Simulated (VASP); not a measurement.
Set up this calculation in VASP 6.6.1, as the native input.

```yaml
Task: electric field gradients
Functional: LDA
Potentials_or_basis: VASP PAW LDA potentials, release 64 (Sb, Au)
Cutoff: 520 eV
k_mesh: 9 × 9 × 9
Occupations: fermi-dirac, width 0.08 eV
Spin: no spin polarisation
Dipole_correction: no
Further_INCAR_settings: ALGO = Normal; EDIFF = 1e-08; NBANDS = 18
```

The structure of Sb2Au lies in POSCAR:

```
Sb2Au
1.0
    0.0000000000      3.2614400000      3.3280000000
    3.2614400000      0.0000000000      3.3280000000
    3.2614400000      3.2614400000      0.0000000000
Sb Au
2 1
Direct
    0.2500000000      0.2500000000      0.2500000000
    0.7500000000      0.7500000000      0.7500000000
    0.0000000000      0.0000000000      0.0000000000
```

This cell differs from its parent crystal: equal xx and yy strain of -2 %.

One way to write it, as run:

INCAR

```
SYSTEM = Sb2Au
PREC = Accurate
ENCUT = 520
EDIFF = 1E-8
ISMEAR = -1
SIGMA = 0.08
LREAL = .False.
LASPH = .True.
NELM = 60
ALGO = Normal
ISIF = 2
LWAVE = .False.
LCHARG = .False.
GGA = CA
LEFG = .True.
NBANDS = 18
```

KPOINTS

```
Automatic mesh
0
Gamma
  9 9 9
  0 0 0
```

Potentials or basis: VASP PAW LDA potentials, release 64 (Sb, Au).

Launch:

```console
$ cat potpaw_LDA.64/Sb/POTCAR potpaw_LDA.64/Au/POTCAR > POTCAR
$ mpirun -np 1 vasp_std > vasp.out
```

It gave:

```yaml
Pressure: 7.8 GPa
```

Caveat: the cell differs from its parent crystal (equal xx and yy strain of -2 %); without QUAD_EFG the Cq values of the log hold for a quadrupole moment of 1 mb, not for the nuclei.

Run time: 48 s on 1 thread of Intel(R) Xeon(R) Platinum 8488C (Sapphire Rapids), with other jobs on the host, peak memory 0.24 GiB.
